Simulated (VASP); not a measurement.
The system is TiAl.

```
Al Ti
1.0
     3.03059    0.00000    0.00000
     0.00000    3.03059    0.00000
     0.00000    0.00000    3.03059
Al Ti
1 1
Cartesian
  0.0000 0.0000 0.0000
  1.5153 1.5153 1.5153
```

* Program: VASP 6.6.1
* Task: relaxation of cell and atoms
* Functional: PBE
* Potentials or basis: VASP PAW PBE potentials, release 64 (Al, Ti_sv)
* Cutoff: 500 eV
* k mesh: 6 × 6 × 6
* Occupations: gaussian, width 0.1 eV
* Spin: no spin polarisation

At the start: pressure 22.3 GPa; volume 13.92 Å³/atom.

Problem. How do energy, volume and symmetry change on relaxing?

Solution. Over 3 steps the energy falls by 136.2 meV/atom and the volume is 16.15 Å³/atom (+16.0 %); space group Pm-3m (No. 221, to 0.05 Å).

The path:
| step | energy change (eV) | largest force (eV/Å) | pressure (GPa) | volume (Å³) |
| --- | --- | --- | --- | --- |
| 1 | 0.0000 | 0.0000 | 22.30 | 27.83 |
| 2 | -0.1205 | 0.0000 | -10.52 | 36.39 |
| 3 | -0.2725 | 0.0000 | -0.16 | 32.30 |

Final structure:
```
CELL_PARAMETERS angstrom
3.18473 0.00000 0.00000
0.00000 3.18473 0.00000
0.00000 0.00000 3.18473
ATOMIC_POSITIONS crystal
Al 0.00000 0.00000 0.00000
Ti 0.50000 0.50000 0.50000
```

Caveat: the volume moved by over 15 % at a fixed basis, so the end points are rough; the volume moved by +16 % from the deposited cell, more than functionals usually miss.
